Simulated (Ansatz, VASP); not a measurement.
Two plane-wave programs on P

The input INCAR:

```
SYSTEM = P
PREC = Accurate
ENCUT = 600
EDIFF = 1E-6
ISMEAR = -1
SIGMA = 0.1
LREAL = .FALSE.
LASPH = .TRUE.
NELM = 60
ALGO = Normal
ISIF = 3
LWAVE = .FALSE.
LCHARG = .FALSE.
GGA = PS
IBRION = 2
NSW = 80
EDIFFG = -0.01
```

Contents of KPOINTS:

```
Automatic mesh
0
G
  14 14 14
  0 0 0
```

File POSCAR:

```
P
1.0
   -1.5612668457      1.5612668457      1.5612668457
    1.5612668457     -1.5612668457      1.5612668457
    1.5612668457      1.5612668457     -1.5612668457
P
1
Direct
    0.0000000000      0.0000000000      0.0000000000
```

Input for Ansatz:

```yaml
crystal:
  lattice:
    - [-1.5612668457, 1.5612668457, 1.5612668457]
    - [1.5612668457, -1.5612668457, 1.5612668457]
    - [1.5612668457, 1.5612668457, -1.5612668457]
  atoms:
    - { symbol: P, position: [0.0, 0.0, 0.0] }
hamiltonian:
  xc: pbesol
  pseudopotentials:
    kind: paw
    azcp:
      P: "pseudopotentials/P.paw.azcp"
basis:
  ecutwfc: 420
  fft_grid_basis: typed
kpoints:
  mp_grid: { grid: [14, 14, 14], shift: [0, 0, 0] }
magnetization:
  spin_polarized: false
scf:
  occupations: { method: fermi_dirac, width: 0.1 }
relax:
  max_steps: 60
  f_tol: 0.01
  cell: {}
```

Alike in both runs: task relaxation of cell and atoms; functional PBEsol; k mesh 14 × 14 × 14; occupations fermi-dirac, width 0.1 eV; no spin polarisation.

|  | VASP | Ansatz |
| --- | --- | --- |
| version | VASP 6.6.1 | Ansatz 0.2.0 |
| potentials or method | VASP PAW PBE potentials, release 64 (P), cutoff 600 eV | plane waves (420 eV) with PAW, scalar-relativistic |
| valence electrons in the cell | 5 | 5 |

|  | VASP | Ansatz | Ansatz less VASP |
| --- | --- | --- | --- |
| relaxed volume (Å³/atom) | 13.70 | 13.69 | -0.011 |
| relaxed cell length with the largest relative difference (Å) | 2.611 | 2.610 | -0.0007 |

VASP's potentials were made for PBE, not for PBEsol, and Ansatz warns of the same on its side.
